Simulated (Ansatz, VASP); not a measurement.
# SiO2 in VASP and in Ansatz

```xyz
24
Lattice="-4.9754 4.9754 4.9754 4.9754 -4.9754 4.9754 4.9754 4.9754 -4.9754" Properties=species:S:1:pos:R:3 pbc="T T T"
Si    1.5590    1.5590    1.5590
Si    1.5590   -1.5590    1.5590
Si    1.5590    1.5590   -1.5590
Si   -1.5590    1.5590    1.5590
Si    3.4165    3.4165   -3.4165
Si   -3.4165    3.4165    3.4165
Si    3.4165   -3.4165    3.4165
Si    3.4165    3.4165    3.4165
O     2.4877    2.4877    2.4877
O     2.4877   -2.4877    2.4877
O     2.4877    2.4877   -2.4877
O    -2.4877    2.4877    2.4877
O     1.8668    1.8668    0.0000
O     1.8668    0.0000    1.8668
O    -3.1086    4.9754    3.1086
O     4.9754   -3.1086    3.1086
O     0.0000    1.8668    1.8668
O     3.1086   -3.1086    4.9754
O    -3.1086    3.1086    4.9754
O     3.1086    4.9754   -3.1086
O     4.9754    3.1086    3.1086
O     3.1086    4.9754    3.1086
O     4.9754    3.1086   -3.1086
O     3.1086    3.1086    4.9754
```

Alike in both runs: functional LDA; k mesh 4 × 4 × 4; occupations gaussian, width 0.02 eV; no spin polarisation.

Ansatz relaxed the structure, and its values are those at the end. VASP's run is a single point on that final structure, the one shown.

|  | VASP | Ansatz |
| --- | --- | --- |
| version | VASP 6.6.1 | Ansatz 0.2.0 |
| potentials or method | VASP PAW LDA potentials, release 64 (Si, O), cutoff 520 eV | scalar-relativistic, plane waves, PAW |
| valence electrons in the cell | 128 | 128 |

Ansatz gave:

```
gap on the k mesh at the Fermi level (eV) : 5.46
least direct gap on the mesh (eV)         : 5.46
pressure (GPa)                            : -2.9
rms of the force components (eV/Å)        : 0.001
```

Task: Which values does VASP return?

Result: gap on the k mesh at the Fermi level (eV): 5.46; least direct gap on the mesh (eV): 5.46; pressure (GPa): -2.5; rms of the force components (eV/Å): 0.022.

LDA's correlation is that of Perdew and Zunger in VASP and of Perdew and Wang (1992) in Ansatz. Ansatz's warnings: stress scf threshold loose.
